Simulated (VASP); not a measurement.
# Re (P6_3/mmc) in VASP: a series of runs

Runs on Re. Level: LDA. Tasks: single point.

All numbers are computed with VASP 6.6.1; they aren't measurements. Logs are shortened: lines on timing, memory, paths and dates and some standing lists are left out, and cuts for length are marked.

### Step 1. The cell of the first run

Symmetry: P6_3/mmc, No. 194, hexagonal system. Conventional cell: a = 2.738 Å, b = 2.738 Å, c = 4.415 Å, α = 90.00°, β = 90.00°, γ = 120.00°. Within 3.6 Å of Re (site symmetry -6m2) lie 12 Re at 2.71 to 2.74 Å.

### Step 2. Single point, LDA

The input, INCAR:

```
SYSTEM = Re
  PREC = Accurate
  ENCUT = 520
  EDIFF = 1E-7
  ISMEAR = 0
  SIGMA = 0.1
  LREAL = .False.
  LASPH = .True.
  NELM = 80
  ALGO = Normal
  ISIF = 2
  LWAVE = .False.
  LCHARG = .False.
  GGA = CA
  NBANDS = 14
```

The input, KPOINTS:

```
Automatic mesh
0
Gamma
  9 9 4
  0 0 0
```

The input, POSCAR:

```
Re
1.0
    2.7375470682      0.0000000000      0.0000000000
   -1.3687735341      2.3707853051      0.0000000000
    0.0000000000      0.0000000000      4.4148487910
Re
2
Direct
    0.3333333333      0.6666666667      0.2500000000
    0.6666666667      0.3333333333      0.7500000000
```

Potentials or basis: VASP PAW LDA potentials, release 64 (Re).

Command:

```sh
> cat potpaw_LDA.64/Re/POTCAR > POTCAR
> mpirun -np 1 vasp_std > vasp.out
```

OUTCAR:

```text
SYSTEM = Re
   PREC = Accurate
   ENCUT = 520
   EDIFF = 1E-7
   ISMEAR = 0
   LREAL = .False.
   LASPH = .True.
   NELM = 80
   ISIF = 2
   GGA = CA

 ion  position               nearest neighbor table
   1  0.333  0.667  0.250-   2 2.71   2 2.71   2 2.71   2 2.71   2 2.71   2 2.71
   2  0.667  0.333  0.750-   1 2.71   1 2.71   1 2.71   1 2.71   1 2.71   1 2.71

  LATTYP: Found a hexagonal cell.
 ALAT       =     2.7375470682
 C/A-ratio  =     1.6127024234

  Lattice vectors:

 A1 = (   2.7375470682,   0.0000000000,   0.0000000000)
 A2 = (  -1.3687735341,   2.3707853051,   0.0000000000)
 A3 = (   0.0000000000,   0.0000000000,   4.4148487910)

Analysis of symmetry for initial positions (statically):
=====================================================================
 Subroutine PRICEL returns:
 Original cell was already a primitive cell.

 Routine SETGRP: Setting up the symmetry group for a
 hexagonal supercell.

 Subroutine GETGRP returns: Found 24 space group operations
 (whereof 12 operations were pure point group operations)
 out of a pool of 24 trial point group operations.

The static configuration has the point symmetry D_3d.
 The point group associated with its full space group is D_6h.

Analysis of symmetry for dynamics (positions and initial velocities):
=====================================================================
 Subroutine PRICEL returns:
 Original cell was already a primitive cell.

 Routine SETGRP: Setting up the symmetry group for a
 hexagonal supercell.

 Subroutine GETGRP returns: Found 24 space group operations
 (whereof 12 operations were pure point group operations)
 out of a pool of 24 trial point group operations.

The dynamic configuration has the point symmetry D_3d.
 The point group associated with its full space group is D_6h.

 Subroutine INISYM returns: Found 24 space group operations
 (whereof 12 operations are pure point group operations),
 and found     1 'primitive' translations

----------------------------------------------------------------------------------------

                                     Primitive cell

  volume of cell :      28.6530

  direct lattice vectors                    reciprocal lattice vectors
     2.737547068  0.000000000  0.000000000     0.365290523  0.210900582  0.000000000
    -1.368773534  2.370785305  0.000000000     0.000000000  0.421801163  0.000000000
     0.000000000  0.000000000  4.414848791     0.000000000  0.000000000  0.226508324

  length of vectors
[... 87 lines left out ...]
   NFREE  =      0    steps in history (QN), initial steepest desc. (CG)
   ISIF   =      2    stress and relaxation
   ISYM   =      2    0-nonsym 1-usesym 2-fastsym
   POTIM  = 0.5000    time-step for ionic-motion
   TEBEG  =    0.0;   TEEND  =   0.0 temperature during run
   PSTRESS=    0.0 pullay stress
   NELECT =      14.0000    total number of electrons
   NUPDOWN=      -1.0000    fix difference up-down
   EMIN   =  10.00;   EMAX   =-10.00  energy-range for DOS
   EFERMI =   0.00;   METHOD = LEGACY
   ISMEAR =     0;   SIGMA  =   0.10  broadening in eV -4-tet -1-fermi 0-gaus
   EFERMI_NEDOS =   21; number of points for ismear=-14 and -15
   IALGO  =     38    algorithm
   IMIX   =      4    mixing-type and parameters
     AMIX     =   0.40;   BMIX     =  1.00
     AMIX_MAG =   1.60;   BMIX_MAG =  1.00
  volume/ion in A,a.u.               =      14.33        96.68
  Fermi-wavevector in a.u.,A,eV,Ry     =   1.289420  2.436650 22.621088  1.662603
  Thomas-Fermi vector in A             =   2.421314
   LORBIT       =      0    0 simple, 1 ext, 2 COOP (PROOUT), +10 PAW based schemes
   GGA     = CA    functional components
   LHFCALC =     F    Hartree Fock is set to
   AEXX    =    0.0000 exact exchange contribution
   IVDW    =     0    specifies the selected vdW correction
   LEPSILON=     F    determine dielectric tensor
   LRPA    =     F    only Hartree local field effects (RPA)
 non-spin polarized calculation
 Gauss-broadening in eV      SIGMA  =   0.10
  energy-cutoff  :      520.00
  volume of cell :       28.65
 maximum number of plane-waves:       783
   NGX = 11   NGY = 11   NGZ = 17

 number of electron      14.0000001 magnetization

 Free energy of the ion-electron system (eV)
  ---------------------------------------------------
  ext. energy  EPLUGINS =         0.00000000
  ---------------------------------------------------
  free energy    TOTEN  =       -27.53064007 eV

  energy without entropy =      -27.52384317  energy(sigma->0) =      -27.52724162

 E-fermi :   8.2024     XC(G=0): -13.9852

 val. band max:        8.1985168249   @ k =   0.1111   0.1111   0.0000
 cond. band min:       8.2380140441   @ k =   0.3333   0.3333   0.5000
 fundamental gap:      0.0394972192
 Fermi energy:         8.2024360785

 k-point     1 :       0.0000    0.0000    0.0000
  band No.  band energies     occupation
      1      -1.7890      2.00000
      2       1.3819      2.00000
      3       6.5101      2.00000
      4       6.5101      2.00000
      5       6.5352      2.00000
      6       7.3873      2.00000
      7       7.3873      2.00000
      8       8.3418      0.04867
      9       8.3418      0.04867
     10       9.0086      0.00000
     11      11.6628      0.00000
     12      11.6628      0.00000
     13      18.5961      0.00000
     14      22.4246      0.00000
[... 377 lines left out ...]
      1       3.2753      2.00000
      2       3.7632      2.00000
      3       3.7632      2.00000
      4       4.7667      2.00000
      5       5.9945      2.00000
      6       5.9945      2.00000
      7       8.0216      1.98946
      8      10.0562      0.00000
      9      11.5872      0.00000
     10      11.5872      0.00000
     11      15.8642      0.00000
     12      15.8642      0.00000
     13      18.8137      0.00000
     14      21.8607      0.00000

 [... further k-points ...]
[... 5 lines left out ...]
  --------------------------------------------------------------------------------------
  -------------------------------------------------------------------------------------
  Total        0.3055271      0.3055271      0.2743323      0.0000000      0.0000000      0.0000000
  in kB       17.0840452     17.0840452     15.3397338      0.0000000      0.0000000      0.0000000
  external PRESSURE =      16.5026081 kB  Pullay stress =       0.0000000 kB

 VOLUME and BASIS-vectors are now :
 -----------------------------------------------------------------------------
  energy-cutoff  :      520.00
  volume of cell :       28.65
      direct lattice vectors                 reciprocal lattice vectors
     2.737547068  0.000000000  0.000000000     0.365290523  0.210900582  0.000000000
    -1.368773534  2.370785305  0.000000000     0.000000000  0.421801163  0.000000000
     0.000000000  0.000000000  4.414848791     0.000000000  0.000000000  0.226508324

 POSITION                                       TOTAL-FORCE (eV/Angst)
 -----------------------------------------------------------------------------------
     -0.00000      1.58052      1.10371         0.000000     -0.000000      0.000000
      1.36877      0.79026      3.31114        -0.000000      0.000000      0.000000
 -----------------------------------------------------------------------------------
    total drift:                               -0.000000      0.000000     -0.000000

  FREE ENERGIE OF THE ION-ELECTRON SYSTEM (eV)
  ---------------------------------------------------
  free  energy   TOTEN  =       -27.5306400691 eV

  energy  without entropy=      -27.5238431711  energy(sigma->0) =      -27.52724162
```

OSZICAR:

```text
N       E                     dE             d eps       ncg     rms          rms(c)
DAV:   1     0.840972273021E+02    0.84097E+02   -0.60960E+03  1198   0.103E+03
DAV:   2    -0.223567728134E+02   -0.10645E+03   -0.89464E+02  1530   0.348E+02
DAV:   3    -0.288566409994E+02   -0.64999E+01   -0.57412E+01  1732   0.110E+02
DAV:   4    -0.289483153277E+02   -0.91674E-01   -0.91538E-01  1462   0.833E+00
DAV:   5    -0.289487612970E+02   -0.44597E-03   -0.44589E-03  1680   0.115E+00    0.449E+01
DAV:   6    -0.278879630971E+02    0.10608E+01   -0.80037E-01  1724   0.143E+01    0.194E+01
DAV:   7    -0.275415506282E+02    0.34641E+00   -0.54826E-01  1736   0.115E+01    0.415E-01
DAV:   8    -0.275317823146E+02    0.97683E-02   -0.47809E-03  1538   0.596E-01    0.162E-01
DAV:   9    -0.275306343387E+02    0.11480E-02   -0.40080E-04  1492   0.176E-01    0.365E-02
DAV:  10    -0.275306404096E+02   -0.60709E-05   -0.41134E-05  1586   0.540E-02    0.230E-02
DAV:  11    -0.275306401421E+02    0.26757E-06   -0.10385E-06  1676   0.106E-02    0.335E-03
DAV:  12    -0.275306400691E+02    0.72936E-07   -0.41507E-08   828   0.254E-03
   1 F= -.27530640E+02 E0= -.27527242E+02  d E =-.679690E-02
```

Run time: 17 s. Hardware: 1 thread of Intel Xeon Platinum 8259CL at 2.50GHz (Skylake/Cascade Lake), shared host; peak memory 0.13 GiB.

What came out:

| Quantity | Value |
| --- | --- |
| Free energy | -27.5306 eV |
| Pressure | 1.7 GPa |
| Band gap on the k mesh | zero (band 7 reaches 9.39 eV, above the bottom of band 8 at 6.37 eV) |

Caveat: spin-orbit coupling is left out, which moves the levels of the heavy elements.

### Step 3. Single point, LDA

The input, INCAR:

```
SYSTEM = Re
PREC     = Accurate       ! precision mode
ENCUT    = 520            ! plane-wave cutoff, eV
EDIFF    = 1E-7           ! SCF threshold, eV
ISMEAR   = 0              ! smearing method
SIGMA    = 0.1            ! smearing width, eV
LREAL    = .FALSE.        ! projectors in reciprocal space
LASPH    = .TRUE.         ! aspherical terms in the spheres
NELM     = 60             ! most SCF steps
ALGO     = Normal         ! electronic algorithm
ISIF     = 2              ! what is computed and relaxed
LWAVE    = .FALSE.        ! write WAVECAR
LCHARG   = .FALSE.        ! write CHGCAR
GGA      = CA             ! functional
NBANDS   = 14             ! bands
```

The input, KPOINTS:

```
Automatic mesh
0
G
  18 18 10
  0 0 0
```

The input, POSCAR:

```
Re
1.0
    2.7374221149      0.0000000000      0.0000000000
   -1.3687110575      2.3706770924      0.0000000000
    0.0000000000      0.0000000000      4.4166255693
Re
2
Direct
    0.3333333333      0.6666666667      0.2500000000
    0.6666666667      0.3333333333      0.7500000000
```

Potentials or basis: VASP PAW LDA potentials, release 64 (Re).

Command:

```sh
> cat potpaw_LDA.64/Re/POTCAR > POTCAR
> mpirun -np 1 vasp_std > vasp.out
```

Run time: 82 s. Hardware: 1 thread of Intel Xeon Platinum 8259CL at 2.50GHz (Skylake/Cascade Lake), shared host; peak memory 0.19 GiB.

Results (log left out):

| Quantity | Value |
| --- | --- |
| Free energy | -27.5316 eV |
| Pressure | 1.5 GPa |
| Band gap on the k mesh | zero (band 7 reaches 9.83 eV, above the bottom of band 8 at 6.37 eV) |

Stress tensor (GPa, compression positive):
```
1.61 0.00 0.00
0.00 1.61 0.00
0.00 0.00 1.43
```

Levels at points of the mesh, in eV from the Fermi level:
```tsv
k point	band 4	band 5	band 6	band 7	band 8	band 9	band 10	band 11
(0.00, 0.00, 0.00)	-1.67	-1.65	-0.79	-0.79	0.16	0.16	0.82	3.48
(0.50, 0.00, 0.00)	-2.05	-1.66	-1.39	-0.60	4.11	4.55	4.68	6.33
(0.00, 0.00, 0.50)	-2.43	-1.80	-1.80	-1.80	-1.80	2.64	2.64	2.64
(0.50, 0.00, 0.50)	-4.25	0.39	0.39	1.07	1.07	4.44	4.44	4.99
```

Caveat: spin-orbit coupling is left out, which moves the levels of the heavy elements.

### Step 4. Single point, LDA

The input, INCAR:

```
  ALGO = Normal
  EDIFF = 1E-6
  ENCUT = 520
  ISIF = 2
  ISMEAR = -1
  LASPH = T
  LCHARG = F
  LREAL = F
  LWAVE = F
  NBANDS = 14
  NELM = 100
  PREC = Accurate
  SIGMA = 0.15
```

The input, KPOINTS:

```
k-points
0
Gamma
  18 18 10
```

The input, POSCAR:

```
Re
1.0
    2.7403031635      0.0000000000      0.0000000000
   -1.3701515818      2.3731721537      0.0000000000
    0.0000000000      0.0000000000      4.4116126795
Re
2
Direct
    0.3333333333      0.6666666667      0.2500000000
    0.6666666667      0.3333333333      0.7500000000
```

Potentials or basis: VASP PAW LDA potentials, release 64 (Re).

Command:

```sh
> cat potpaw_LDA.64/Re/POTCAR > POTCAR
> mpirun -np 1 vasp_std > vasp.out
```

OUTCAR:

```text
EDIFF = 1E-6
   ENCUT = 520
   ISIF = 2
   ISMEAR = -1
   LASPH = T
   LREAL = F
   NELM = 100
   PREC = Accurate

 ion  position               nearest neighbor table
   1  0.333  0.667  0.250-   2 2.71   2 2.71   2 2.71   2 2.71   2 2.71   2 2.71
   2  0.667  0.333  0.750-   1 2.71   1 2.71   1 2.71   1 2.71   1 2.71   1 2.71

  LATTYP: Found a hexagonal cell.
 ALAT       =     2.7403031635
 C/A-ratio  =     1.6098994952

  Lattice vectors:

 A1 = (   2.7403031635,   0.0000000000,   0.0000000000)
[... 586 lines left out ...]
      9      12.0897      0.00000
     10      12.4358      0.00000
     11      14.0216      0.00000
     12      16.8793      0.00000
     13      18.6867      0.00000
     14      19.6862      0.00000

 [... further k-points ...]
[... 5 lines left out ...]
  --------------------------------------------------------------------------------------
  -------------------------------------------------------------------------------------
  Total        0.2883443      0.2883443      0.2578911     -0.0000000      0.0000000      0.0000000
  in kB       16.1026261     16.1026261     14.4019657     -0.0000000      0.0000000      0.0000000
  external PRESSURE =      15.5357393 kB  Pullay stress =       0.0000000 kB

 VOLUME and BASIS-vectors are now :
 -----------------------------------------------------------------------------
  energy-cutoff  :      520.00
  volume of cell :       28.69
      direct lattice vectors                 reciprocal lattice vectors
     2.740303164  0.000000000  0.000000000     0.364923127  0.210688466  0.000000000
    -1.370151582  2.373172154  0.000000000     0.000000000  0.421376931  0.000000000
     0.000000000  0.000000000  4.411612680     0.000000000  0.000000000  0.226674478

 POSITION                                       TOTAL-FORCE (eV/Angst)
 -----------------------------------------------------------------------------------
     -0.00000      1.58211      1.10290        -0.000000     -0.000000      0.000000
      1.37015      0.79106      3.30871         0.000000      0.000000      0.000000
 -----------------------------------------------------------------------------------
    total drift:                               -0.000000      0.000000     -0.000000

  FREE ENERGIE OF THE ION-ELECTRON SYSTEM (eV)
  ---------------------------------------------------
  free  energy   TOTEN  =       -27.5887417468 eV

  energy  without entropy=      -27.4665688969  energy(sigma->0) =      -27.52765532
```

OSZICAR:

```text
N       E                     dE             d eps       ncg     rms          rms(c)
DAV:   1     0.845495359553E+02    0.84550E+02   -0.61477E+03  7362   0.104E+03
DAV:   2    -0.230480134064E+02   -0.10760E+03   -0.90805E+02  9646   0.351E+02
DAV:   3    -0.289438687377E+02   -0.58959E+01   -0.53061E+01 10534   0.106E+02
DAV:   4    -0.290209925940E+02   -0.77124E-01   -0.76686E-01  9040   0.804E+00
DAV:   5    -0.290214654299E+02   -0.47284E-03   -0.47271E-03 10434   0.107E+00    0.447E+01
DAV:   6    -0.279467789175E+02    0.10747E+01   -0.82413E-01 10716   0.145E+01    0.193E+01
DAV:   7    -0.275994935023E+02    0.34729E+00   -0.55448E-01 10716   0.116E+01    0.419E-01
DAV:   8    -0.275898900790E+02    0.96034E-02   -0.49981E-03  9396   0.612E-01    0.151E-01
DAV:   9    -0.275887348422E+02    0.11552E-02   -0.43446E-04  9212   0.191E-01    0.447E-02
DAV:  10    -0.275887426647E+02   -0.78226E-05   -0.48255E-05  9948   0.561E-02    0.235E-02
DAV:  11    -0.275887417468E+02    0.91792E-06   -0.45105E-07  6236   0.109E-02
   1 F= -.27588742E+02 E0= -.27527655E+02  d E =-.122173E+00
```

Wall time 70 s (1 thread of Intel Xeon Platinum 8259CL at 2.50GHz (Skylake/Cascade Lake), shared host); peak memory 0.19 GiB.

What came out:

| Item | Value |
| --- | --- |
| Free energy | -27.5887 eV |
| Pressure | 1.6 GPa |
| Band gap on the k mesh | zero (band 7 reaches 9.82 eV, above the bottom of band 8 at 6.35 eV) |

Caveat: spin-orbit coupling is left out, which moves the levels of the heavy elements.

### Step 5. The runs side by side

```csv
cell,k mesh,smearing,gap on the mesh (eV),pressure (GPa)
"a = 2.738, b = 2.738, c = 4.415 Å, angles 90.0, 90.0, 120.0°, 2 atoms",9 × 9 × 4,gaussian 0.1 eV,none,1.7
"a = 2.737, b = 2.737, c = 4.417 Å, angles 90.0, 90.0, 120.0°, 2 atoms",18 × 18 × 10,gaussian 0.1 eV,none,1.5
"a = 2.740, b = 2.740, c = 4.412 Å, angles 90.0, 90.0, 120.0°, 2 atoms",18 × 18 × 10,fermi-dirac 0.15 eV,none,1.6
```

Alike in all rows: task single point; level LDA; potentials or basis VASP PAW LDA potentials, release 64 (Re); no spin polarisation; cutoff (eV) 520.

Caveats: spin-orbit coupling is left out, which moves the levels of the heavy elements.

Absolute energies hang on the potentials; compare differences alone.
